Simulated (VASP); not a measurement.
Runs of VASP 6.6.1 on Ta. The structure is that of space group Im-3m (No. 229), or close to it. The cells are those of the table. 

```tsv
task	cell	gap on the mesh (eV)	pressure (GPa)
electric field gradients	a = 2.898 Å, angles 108.9, 108.9, 110.5°, 1 atom	none	-10.9
single point	a = 2.898 Å, angles 108.9, 108.9, 110.5°, 1 atom	none	-10.9
single point	a = 2.822 Å, angles 110.0, 110.0, 108.4°, 1 atom	none	(a)
electric field gradients	a = 2.841 Å, angles 109.7, 109.7, 108.9°, 1 atom	none	0.2
```

Alike in all rows: level PBEsol; potentials or basis VASP PAW PBE potentials, release 64 (Ta_pv); no spin polarisation; k mesh 15 × 15 × 15; cutoff (eV) 520; smearing fermi-dirac 0.05 eV.

**Question.** Estimate the missing entries.

**Answer.** (a) 4.6.

Caveats: the PAW data sets were made with another functional, which shifts forces and pressure a little; spin-orbit coupling is left out, which moves the levels of the heavy elements; the cell stands under tension (at least some runs); the cell stands under pressure (at least some runs).

A k mesh can miss the band edges, and the runs leave out spin-orbit coupling on Ta.

A gap of «none» marks levels without a gap at the run's occupations.
